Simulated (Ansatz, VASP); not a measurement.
# Two plane-wave programs on HfO2

```xyz
3
Lattice="0.0000 2.5488 2.5488 2.5488 0.0000 2.5488 2.5488 2.5488 0.0000" Properties=species:S:1:pos:R:3 pbc="T T T"
Hf    0.0000    0.0000    0.0000
O     1.2744    1.2744    1.2744
O     3.8232    3.8232    3.8232
```

Alike in both runs: task single point; functional PBE; k mesh 8 × 8 × 8; occupations gaussian, width 0.02 eV; no spin polarisation.

|  | VASP | Ansatz |
| --- | --- | --- |
| version | VASP 6.6.1 | Ansatz 0.2.0 |
| potentials or method | VASP PAW PBE potentials, release 64 (Hf_pv, O), cutoff 520 eV | scalar-relativistic, plane waves, PAW |
| valence electrons in the cell | 22 | 38 |

Ansatz gave:

| Item | Value |
| --- | --- |
| gap on the k mesh at the Fermi level (eV) | 3.75 |
| least direct gap on the mesh (eV) | 3.75 |

Question: Estimate VASP's values.

Answer: gap on the k mesh at the Fermi level (eV): 3.76; least direct gap on the mesh (eV): 3.76.

With one functional, cell and mesh, what is left measures potentials, basis and numerics. VASP's potentials hold 22 valence electrons a cell and Ansatz's 38, so a difference there can come from the potentials and not from the codes.

Spin-orbit coupling is off throughout.
